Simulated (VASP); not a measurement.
PtSe4, 5 atoms in the cell. The cell holds a slab with vacuum, 5 atoms: a = 3.760 Å, b = 3.760 Å, c = 22.190 Å, α = 90.00°, β = 90.00°, γ = 120.00°. 

| Item | Value |
| --- | --- |
| Program | VASP 6.6.1 |
| Task | single point |
| Functional | r2SCAN |
| Potentials or basis | VASP PAW PBE potentials, release 64 (Se, Pt) |
| Cutoff | 520 eV |
| k mesh | 9 × 9 × 1 |
| Occupations | gaussian, width 0.1 eV |
| Spin | no spin polarisation |
| Dipole correction | yes |
| Further INCAR settings | ALGO = Normal; EDIFF = 1e-06; NBANDS = 25 |

Potentials or basis: VASP PAW PBE potentials, release 64 (Se, Pt).

Launch:

```bash
$ cat potpaw_PBE.64/Se/POTCAR potpaw_PBE.64/Pt/POTCAR > POTCAR
$ cp INCAR.step1 INCAR
$ mpirun -np 1 vasp_std > vasp.out
$ cp INCAR.step2 INCAR
$ mpirun -np 1 vasp_std > vasp.out
```

Hardware: 1 thread of Intel(R) Xeon(R) Platinum 8375C CPU @ 2.90GHz (Ice Lake) (shared host).

Question: Estimate the wall time of this run.

Answer: Wall time 6.2 min on 1 thread of Intel(R) Xeon(R) Platinum 8375C CPU @ 2.90GHz (Ice Lake) (shared host), peak memory 0.41 GiB. Counts: k points 12.
